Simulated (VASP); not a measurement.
A run of VASP 6.6.1:

Contents of INCAR:

```
ALGO = Normal ; EDIFF = 1E-6
ENCUT = 520 ; GGA = RP
ISIF = 2 ; ISMEAR = -1
LASPH = True ; LCHARG = False
LREAL = False ; LWAVE = False
NBANDS = 24 ; NELM = 60
PREC = Accurate ; SIGMA = 0.1
```

Contents of KPOINTS:

```
k-points
0
Gamma
  9 9 12
```

POSCAR

```
Ag
1.0
    4.9834241300      0.0000000000      0.0000000000
   -2.4917120650      4.3157718944      0.0000000000
    0.0000000000      0.0000000000      2.9875544312
Ag
3
Direct
    1.0000000000      1.0000000000      0.0000000000
    0.3333333333      0.6666666667      0.5000000000
    0.6666666667      0.3333333333      0.5000000000
```

Potentials or basis: VASP PAW PBE potentials, release 64 (Ag).

The run is started by

```bash
$ cat potpaw_PBE.64/Ag/POTCAR > POTCAR
$ mpirun -np 1 vasp_std > vasp.out
```

Hardware: 1 thread of AMD EPYC 7R13, on a shared host.

Problem. How long does it take, and how much memory?

Solution. Run time: 3.3 min on 1 thread of AMD EPYC 7R13, on a shared host, peak memory 0.22 GiB. Counts: scf iterations 12, k points 84.
